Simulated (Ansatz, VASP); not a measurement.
C: VASP beside Ansatz

```
C
1.0
     2.52553    0.00000    0.00000
     0.00000    2.52553    0.00000
     0.00000    0.00000   18.67870
C
4
Direct
  0.00000 0.25000 0.43313
  0.50000 0.25000 0.46842
  0.50000 0.75000 0.53158
  0.00000 0.75000 0.56687
```

Alike in both runs: task single point; functional PBE; k mesh 12 × 12 × 1; occupations fermi-dirac, width 0.02 eV; no spin polarisation.

|  | VASP | Ansatz |
| --- | --- | --- |
| version | VASP 6.6.1 | Ansatz 0.2.0 |
| potentials or method | VASP PAW PBE potentials, release 64 (C) | PAW with Ansatz's default frozen-core files, scalar-relativistic |
| plane-wave cutoff (eV) | 520 | 420 |
| valence electrons in the cell | 16 | 16 |

Ansatz gave:

| Quantity | Value |
| --- | --- |
| rms of the force components (eV/Å) | 0.002 |

**Question.** Which values does VASP return?

**Answer.** rms of the force components (eV/Å): 0.017.

Atom by atom the forces differ by 0.019 eV/Å (rms over components). The functional is the same, so the differences come from potentials, cutoffs and numerics.
